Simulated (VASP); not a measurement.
A run of VASP 6.6.1:

INCAR

```
SYSTEM = Si2Ni
PREC = Accurate
ENCUT = 520
EDIFF = 1E-6
ISMEAR = 0
SIGMA = 0.1
LREAL = .FALSE.
LASPH = .TRUE.
NELM = 60
ALGO = Normal
ISIF = 2
LWAVE = .FALSE.
LCHARG = .FALSE.
GGA = PE
NBANDS = 16
```

The input KPOINTS:

```
Automatic mesh
0
G
  14 14 14
  0 0 0
```

POSCAR

```
Si2Ni
1.0
    0.0000000000      2.6959208071      2.6959208071
    2.6959208071      0.0000000000      2.6959208071
    2.6959208071      2.6959208071      0.0000000000
Si Ni
2 1
Direct
    0.2500000000      0.2500000000      0.2500000000
    0.7500000000      0.7500000000      0.7500000000
    0.0000000000      0.0000000000      0.0000000000
```

Potentials or basis: VASP PAW PBE potentials, release 64 (Si, Ni).

Launch:

```bash
$ cat potpaw_PBE.64/Si/POTCAR potpaw_PBE.64/Ni/POTCAR > POTCAR
$ mpirun -np 1 vasp_std > vasp.out
```

Hardware: 1 thread of Intel(R) Xeon(R) 6975P-C (Granite Rapids), with other jobs on the host.

**Question.** Estimate the wall time of this run.

**Answer.** Wall time 27 s on 1 thread of Intel(R) Xeon(R) 6975P-C (Granite Rapids), on a shared host, peak memory 0.19 GiB. Counts: scf iterations 14, k points 104.
